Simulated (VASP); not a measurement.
Runs of VASP 6.6.1 on Ga3AsN2. The structure is that of space group P-3m1 (No. 164), or close to it. The cells are those of the table. 

```csv
task,cell,k mesh,cutoff (eV),gap on the mesh (eV),pressure (GPa),relaxed volume (Å³/atom),largest force (eV/Å)
single point,"a = 3.196, b = 3.196, c = 8.819 Å, angles 90.0, 90.0, 120.0°, 6 atoms",6 × 6 × 2,520,none,0.4,-,0.03
relaxation of cell and atoms,"relaxed from a = 3.613, b = 3.613, c = 8.851 Å, angles 90.0, 90.0, 120.0°, 6 atoms",6 × 6 × 2,600,none,0.0,13.04,0.01
single point,"a = 3.184, b = 3.184, c = 8.857 Å, angles 90.0, 90.0, 120.0°, 6 atoms",12 × 12 × 4,520,none,0.4,-,0.02
relaxation of cell and atoms,"relaxed from a = 3.196, b = 3.196, c = 8.819 Å, angles 90.0, 90.0, 120.0°, 6 atoms",12 × 12 × 4,600,none,0.0,(b),0.01
single point,"a = 3.613, b = 3.613, c = 8.851 Å, angles 90.0, 90.0, 120.0°, 6 atoms",6 × 6 × 2,520,none,-13.8,-,(a)
```

Alike in all rows: level PBE; potentials or basis VASP PAW PBE potentials, release 64 (Ga_d, As, N); no spin polarisation; smearing gaussian 0.1 eV.

Question: Fill in the values left out.

Answer: (a) 2.81; (b) 12.99.

Caveats: some runs use coarse meshes; the volume moved by over 15 % at a fixed basis, so the end points are rough (some runs); forces of over 1 eV/Å act on the atoms, so gaps and moduli don't describe the material at rest (some runs).

A k mesh can miss the band edges, and the runs leave out spin-orbit coupling on As, Ga.

A gap of «none» marks levels without a gap at the run's occupations.
